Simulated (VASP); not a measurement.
# ZnO (P6_3mc) in VASP: relaxation of the atoms with LDA

Aim: the relaxation of the atoms of ZnO with LDA.

Program: VASP 6.6.1. These are calculated values, not measurements. Logs are shortened: lines on timing, memory, paths and dates and some standing lists are left out, and cuts for length are marked.

**What was measured.**

“Electronic structure of alkaline earth and post-transition metal oxides”, 2009, arxiv:0908.1581 quotes, for a bulk crystal of ZnO: band gap 3.37 eV.

The results are compared with them further down.

### Step 1. The cell of the first run

Symmetry: P6_3mc, No. 186, hexagonal system. Conventional cell: a = 3.203 Å, b = 3.203 Å, c = 5.178 Å, α = 90.00°, β = 90.00°, γ = 120.00°. Within 2.6 Å of Zn (site symmetry 3m) lie 4 O at 1.95 to 1.96 Å. Within 2.6 Å of O (site symmetry 3m) lie 4 Zn at 1.95 to 1.96 Å.

### Step 2. Relaxation of the atoms, LDA

Contents of INCAR:

```
SYSTEM = ZnO
ALGO = Normal
EDIFF = 1E-7
EDIFFG = -0.05
ENCUT = 520
IBRION = 2
ISIF = 2
ISMEAR = 0
LASPH = .True.
LCHARG = .False.
LREAL = .False.
LWAVE = .False.
NELM = 100
NSW = 100
PREC = Accurate
SIGMA = 0.01
```

Contents of KPOINTS:

```
k-points
0
Gamma
  8 8 4
  0 0 0
```

Contents of POSCAR:

```
ZnO
1.0
    3.2029567414      0.0000000000      0.0000000000
   -1.6014783707      2.7738419053      0.0000000000
    0.0000000000      0.0000000000      5.1780962407
Zn O
2 2
Direct
    0.3333333333      0.6666666667      0.5002871609
    0.6666666667      0.3333333333      0.0002871609
    0.6666666667      0.3333333333      0.3787228391
    0.3333333333      0.6666666667      0.8787228391
```

Potentials or basis: VASP PAW LDA potentials, release 64 (Zn, O).

Command:

```bash
$ cat potpaw_LDA.64/Zn/POTCAR potpaw_LDA.64/O/POTCAR > POTCAR
$ mpirun -np 1 vasp_std > vasp.out
```

OUTCAR:

```text
SYSTEM = ZnO
   EDIFF = 1E-7
   EDIFFG = -0.05
   ENCUT = 520
   IBRION = 2
   ISIF = 2
   ISMEAR = 0
   LASPH = .True.
   LREAL = .False.
   NELM = 100
   NSW = 100
   PREC = Accurate

 ion  position               nearest neighbor table
   1  0.333  0.667  0.500-   3 1.95   3 1.95   3 1.95   4 1.96
   2  0.667  0.333  0.000-   4 1.95   4 1.95   4 1.95   3 1.96
   3  0.667  0.333  0.379-   1 1.95   1 1.95   1 1.95   2 1.96
   4  0.333  0.667  0.879-   2 1.95   2 1.95   2 1.95   1 1.96

  LATTYP: Found a hexagonal cell.
 ALAT       =     3.2029567414
 C/A-ratio  =     1.6166613098

  Lattice vectors:

 A1 = (   3.2029567414,   0.0000000000,   0.0000000000)
 A2 = (  -1.6014783707,   2.7738419053,   0.0000000000)
 A3 = (   0.0000000000,   0.0000000000,   5.1780962407)

Analysis of symmetry for initial positions (statically):
=====================================================================
 Subroutine PRICEL returns:
 Original cell was already a primitive cell.

 Routine SETGRP: Setting up the symmetry group for a
 hexagonal supercell.

 Subroutine GETGRP returns: Found 12 space group operations
 (whereof  6 operations were pure point group operations)
 out of a pool of 24 trial point group operations.

The static configuration has the point symmetry C_3v.
 The point group associated with its full space group is C_6v.

Analysis of symmetry for dynamics (positions and initial velocities):
=====================================================================
 Subroutine PRICEL returns:
 Original cell was already a primitive cell.

 Routine SETGRP: Setting up the symmetry group for a
 hexagonal supercell.

 Subroutine GETGRP returns: Found 12 space group operations
 (whereof  6 operations were pure point group operations)
 out of a pool of 24 trial point group operations.

The dynamic configuration has the point symmetry C_3v.
 The point group associated with its full space group is C_6v.

 Subroutine INISYM returns: Found 12 space group operations
 (whereof  6 operations are pure point group operations),
 and found     1 'primitive' translations

----------------------------------------------------------------------------------------

                                     Primitive cell

  volume of cell :      46.0048

  direct lattice vectors                    reciprocal lattice vectors
[... 86 lines left out ...]
   LNONCOLLINEAR =      F non collinear calculations
   LSORBIT =      F    spin-orbit coupling
   LASPH  =      T    aspherical Exc in radial PAW
   ENCUT  =  520.0 eV  38.22 Ry    6.18 a.u.   5.96  5.96  9.63*2*pi/ulx,y,z
   NELM   =    100;   NELMIN=  2; NELMDL= -5     # of ELM steps
   EDIFF  = 0.1E-06   stopping-criterion for ELM
   LREAL  =      F    real-space projection
   EDIFFG = -.5E-01   stopping-criterion for IOM
   NSW    =    100    number of steps for IOM
   IBRION =      2    ionic relax: 0-MD 1-quasi-New 2-CG
   NFREE  =      1    steps in history (QN), initial steepest desc. (CG)
   ISIF   =      2    stress and relaxation
   ISYM   =      2    0-nonsym 1-usesym 2-fastsym
   POTIM  = 0.5000    time-step for ionic-motion
   TEBEG  =    0.0;   TEEND  =   0.0 temperature during run
   PSTRESS=    0.0 pullay stress
   NELECT =      36.0000    total number of electrons
   NUPDOWN=      -1.0000    fix difference up-down
   EMIN   =  10.00;   EMAX   =-10.00  energy-range for DOS
   EFERMI =   0.00;   METHOD = LEGACY
   ISMEAR =     0;   SIGMA  =   0.01  broadening in eV -4-tet -1-fermi 0-gaus
   EFERMI_NEDOS =   21; number of points for ismear=-14 and -15
   IALGO  =     38    algorithm
   IMIX   =      4    mixing-type and parameters
     AMIX     =   0.40;   BMIX     =  1.00
     AMIX_MAG =   1.60;   BMIX_MAG =  1.00
  volume/ion in A,a.u.               =      11.50        77.61
  Fermi-wavevector in a.u.,A,eV,Ry     =   1.508602  2.850845 30.965230  2.275880
  Thomas-Fermi vector in A             =   2.619035
   LORBIT       =      0    0 simple, 1 ext, 2 COOP (PROOUT), +10 PAW based schemes
   GGA     = CA    functional components
   LHFCALC =     F    Hartree Fock is set to
   AEXX    =    0.0000 exact exchange contribution
   IVDW    =     0    specifies the selected vdW correction
   LEPSILON=     F    determine dielectric tensor
   LRPA    =     F    only Hartree local field effects (RPA)
 conjugate gradient relaxation of ions
 non-spin polarized calculation
 Gauss-broadening in eV      SIGMA  =   0.01
  energy-cutoff  :      520.00
  volume of cell :       46.00
 maximum number of plane-waves:      1254
 NGX is ok and might be reduce to    24
   NGX = 11   NGY = 11   NGZ = 19

 number of electron      35.9999996 magnetization

 Free energy of the ion-electron system (eV)
  ---------------------------------------------------
  ext. energy  EPLUGINS =         0.00000000
  ---------------------------------------------------
  free energy    TOTEN  =       -21.15729031 eV

  energy without entropy =      -21.15729031  energy(sigma->0) =      -21.15729031

 E-fermi :   1.3447     XC(G=0): -11.6453

 val. band max:        1.2061846063   @ k =   0.0000   0.0000   0.0000
 cond. band min:       1.9913895043   @ k =   0.0000   0.0000   0.0000
 fundamental gap:      0.7852048980
 Fermi energy:         1.3446662431

 k-point     1 :       0.0000    0.0000    0.0000
  band No.  band energies     occupation
      1     -16.8882      2.00000
      2     -16.0703      2.00000
      3      -4.7952      2.00000
      4      -4.7449      2.00000
      5      -4.7449      2.00000
      6      -4.7080      2.00000
[... 589 lines left out ...]
     21       9.9455      0.00000
     22       9.9455      0.00000

 [... further k-points ...]
[... 5 lines left out ...]
  --------------------------------------------------------------------------------------
  -------------------------------------------------------------------------------------
  Total       -0.3088964     -0.3088964     -0.3136180      0.0000000      0.0000000      0.0000000
  in kB      -10.7577279    -10.7577279    -10.9221616      0.0000000      0.0000000      0.0000000
  external PRESSURE =     -10.8125391 kB  Pullay stress =       0.0000000 kB

 VOLUME and BASIS-vectors are now :
 -----------------------------------------------------------------------------
  energy-cutoff  :      520.00
  volume of cell :       46.00
      direct lattice vectors                 reciprocal lattice vectors
     3.202956741  0.000000000  0.000000000     0.312211522  0.180255406  0.000000000
    -1.601478371  2.773841905  0.000000000     0.000000000  0.360510813  0.000000000
     0.000000000  0.000000000  5.178096241     0.000000000  0.000000000  0.193121169

 POSITION                                       TOTAL-FORCE (eV/Angst)
 -----------------------------------------------------------------------------------
     -0.00000      1.84923      2.59054         0.000000      0.000000      0.000089
      1.60148      0.92461      0.00149        -0.000000      0.000000      0.000089
      1.60148      0.92461      1.96106         0.000000      0.000000     -0.000089
     -0.00000      1.84923      4.55011        -0.000000     -0.000000     -0.000089
 -----------------------------------------------------------------------------------
    total drift:                                0.000000      0.000001     -0.000245

  FREE ENERGIE OF THE ION-ELECTRON SYSTEM (eV)
  ---------------------------------------------------
  free  energy   TOTEN  =       -21.1572903131 eV

  energy  without entropy=      -21.1572903131  energy(sigma->0) =      -21.15729031

 reached required accuracy - stopping structural energy minimisation
```

OSZICAR:

```text
N       E                     dE             d eps       ncg     rms          rms(c)
DAV:   1     0.279032789211E+03    0.27903E+03   -0.18979E+04  1344   0.241E+03
DAV:   2     0.430606975309E+01   -0.27473E+03   -0.26540E+03  1410   0.440E+02
DAV:   3    -0.237049383318E+02   -0.28011E+02   -0.27815E+02  1572   0.151E+02
DAV:   4    -0.242235474562E+02   -0.51861E+00   -0.51805E+00  1434   0.217E+01
DAV:   5    -0.242277334825E+02   -0.41860E-02   -0.41857E-02  1572   0.187E+00    0.152E+01
DAV:   6    -0.210946755053E+02    0.31331E+01   -0.10990E+01  2294   0.719E+01    0.976E+00
DAV:   7    -0.212181115426E+02   -0.12344E+00   -0.24270E+00  1382   0.189E+01    0.570E+00
DAV:   8    -0.212172181725E+02    0.89337E-03   -0.84041E-01  1804   0.874E+00    0.181E+00
DAV:   9    -0.211545579074E+02    0.62660E-01   -0.18204E-01  2064   0.814E+00    0.354E-01
DAV:  10    -0.211573942399E+02   -0.28363E-02   -0.50233E-02  1320   0.170E+00    0.107E-01
DAV:  11    -0.211572899835E+02    0.10426E-03   -0.11539E-03  1910   0.399E-01    0.391E-02
DAV:  12    -0.211572915863E+02   -0.16027E-05   -0.88273E-05  1898   0.139E-01    0.140E-02
DAV:  13    -0.211572910314E+02    0.55491E-06   -0.75659E-06  1474   0.334E-02    0.804E-03
DAV:  14    -0.211572905508E+02    0.48058E-06   -0.15435E-06  1514   0.131E-02    0.363E-03
DAV:  15    -0.211572903553E+02    0.19553E-06   -0.14106E-07   888   0.815E-03    0.218E-03
DAV:  16    -0.211572903131E+02    0.42206E-07   -0.62339E-07  1284   0.592E-03
   1 F= -.21157290E+02 E0= -.21157290E+02  d E =-.211573E+02
```

CONTCAR:

```text
ZnO
   1.00000000000000
     3.2029567414000000    0.0000000000000000    0.0000000000000000
    -1.6014783707000000    2.7738419052999999    0.0000000000000000
     0.0000000000000000    0.0000000000000000    5.1780962407000004
  Zn              O
     2     2
Direct
     0.3333333332999970    0.6666666667000030    0.5002871609000010
     0.6666666667000030    0.3333333332999970    0.0002871609000010
     0.6666666667000030    0.3333333332999970    0.3787228390999999
     0.3333333332999970    0.6666666667000030    0.8787228390999999

  0.00000000E+00  0.00000000E+00  0.00000000E+00
  0.00000000E+00  0.00000000E+00  0.00000000E+00
  0.00000000E+00  0.00000000E+00  0.00000000E+00
  0.00000000E+00  0.00000000E+00  0.00000000E+00
```

Wall time 20 s (1 thread of AMD EPYC 7R13 (Zen 3), shared host); peak memory 0.12 GiB.

What came out:

- Free energy: -21.1573 eV
- Pressure after relaxing: -1.1 GPa
- Band gap on the k mesh: 0.79 eV, direct

Final structure:
```cif
data_structure
_symmetry_space_group_name_H-M 'P 1'
_symmetry_Int_Tables_number 1
_cell_length_a 3.2030
_cell_length_b 3.2030
_cell_length_c 5.1781
_cell_angle_alpha 90.000
_cell_angle_beta 90.000
_cell_angle_gamma 120.000
_cell_volume 46.00
loop_
_atom_site_label
_atom_site_type_symbol
_atom_site_fract_x
_atom_site_fract_y
_atom_site_fract_z
_atom_site_occupancy
Zn1 Zn 0.33333 0.66667 0.50029 1
Zn2 Zn 0.66667 0.33333 0.00029 1
O1 O 0.66667 0.33333 0.37872 1
O2 O 0.33333 0.66667 0.87872 1
```

Levels at points of the mesh, in eV from the valence-band top:
| k point | band 14 | band 15 | band 16 | band 17 | band 18 | band 19 | band 20 | band 21 | band 22 |
| --- | --- | --- | --- | --- | --- | --- | --- | --- | --- |
| (0.00, 0.00, 0.00) | -0.84 | -0.84 | -0.10 | 0.00 | 0.00 | 0.79 | 5.24 | 8.15 | 12.89 |
| (0.50, 0.00, 0.00) | -3.71 | -2.98 | -2.40 | -1.38 | -0.89 | 5.83 | 6.75 | 7.43 | 8.61 |
| (0.00, 0.00, 0.50) | -2.31 | -0.42 | -0.42 | -0.42 | -0.42 | 3.46 | 3.46 | 10.00 | 10.00 |
| (0.50, 0.00, 0.50) | -3.90 | -1.60 | -1.60 | -1.47 | -1.47 | 5.62 | 5.62 | 8.50 | 8.50 |

Caveat: the relaxation stopped at its first step, so nothing moved.

### Step 3. How close it comes

Step 2. Against the measured gap of ZnO, 3.37 eV (quoted in “Electronic structure of alkaline earth and post-transition metal oxides”, 2009, arxiv:0908.1581), the calculated 0.79 eV is off by -2.58 eV. So large a miss can be the level of theory's own, or it may mean another phase, state or a wrong row. The value is that of LDA, without temperature or zero-point motion. Semilocal functionals fall short of measured gaps as a rule.
